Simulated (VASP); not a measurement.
## Sr: single point with LDA

Crystal: Sr.

```
CELL_PARAMETERS angstrom
0.00000 3.00123 3.00123
3.00123 0.00000 3.00123
3.00123 3.00123 0.00000
ATOMIC_POSITIONS crystal
Sr 0.00000 0.00000 0.00000
```

* Program: VASP 6.6.1
* Task: single point
* Functional: LDA
* Potentials or basis: VASP PAW LDA potentials, release 64 (Sr_sv)
* Cutoff: 500 eV
* k mesh: 8 × 8 × 8
* Occupations: fermi-dirac, width 0.02 eV
* Spin: no spin polarisation
* Dipole correction: no
* Further INCAR settings: ALGO = Normal; EDIFF = 1e-06; NBANDS = 11

```
Pressure : -1.3 GPa
```

Levels at points of the mesh, in eV from the Fermi level:
```csv
k point,band 2,band 3,band 4,band 5,band 6,band 7,band 8,band 9
"(0.00, 0.00, 0.00)",-18.44,-18.44,-18.44,-3.72,2.22,2.22,2.22,3.70
"(0.50, 0.00, 0.00)",-18.66,-18.47,-18.47,-1.22,0.12,2.07,2.07,4.76
"(0.50, 0.50, 0.00)",-18.65,-18.52,-18.52,-0.72,0.24,1.10,4.77,5.07
```

Wall time 18 s on 1 thread of Intel Xeon 8259CL, with other jobs on the host, peak memory 0.15 GiB.
